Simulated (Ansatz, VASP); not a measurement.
## Si2Cl: VASP beside Ansatz

```xyz
3
Lattice="3.4736 0.0000 0.0000 -1.7368 3.0082 0.0000 0.0000 0.0000 7.3479" Properties=species:S:1:pos:R:3 pbc="T T T"
Si    0.0000    2.0055    6.8080
Si    1.7368    1.0027    5.4496
Cl    0.0000    2.0055    1.5198
```

Change from the starting cell: ordered vacancies on the anion sites of wurtzite (P3m1, No. 156).

Alike in both runs: task relaxation of cell and atoms; functional PBE; k mesh 18 × 18 × 6; occupations gaussian, width 0.1 eV; no spin polarisation.

|  | VASP | Ansatz |
| --- | --- | --- |
| version | VASP 6.6.1 | Ansatz 0.2.0 |
| potentials or method | VASP PAW PBE potentials, release 64 (Si, Cl), cutoff 600 eV | scalar-relativistic, plane waves, PAW |
| valence electrons in the cell | 15 | 15 |

VASP gave:

```
gap on the k mesh at the Fermi level, each at its own relaxed structure (eV) : none
relaxed volume (Å³/atom)                                                     : 25.33
relaxed cell length with the largest relative difference (Å)                 : 7.386
```

Task: Estimate Ansatz's values.

Result: gap on the k mesh at the Fermi level, each at its own relaxed structure (eV): none; relaxed volume (Å³/atom): 25.24; relaxed cell length with the largest relative difference (Å): 7.357.

A gap of «none» marks a metal or a gap that the smearing closes.
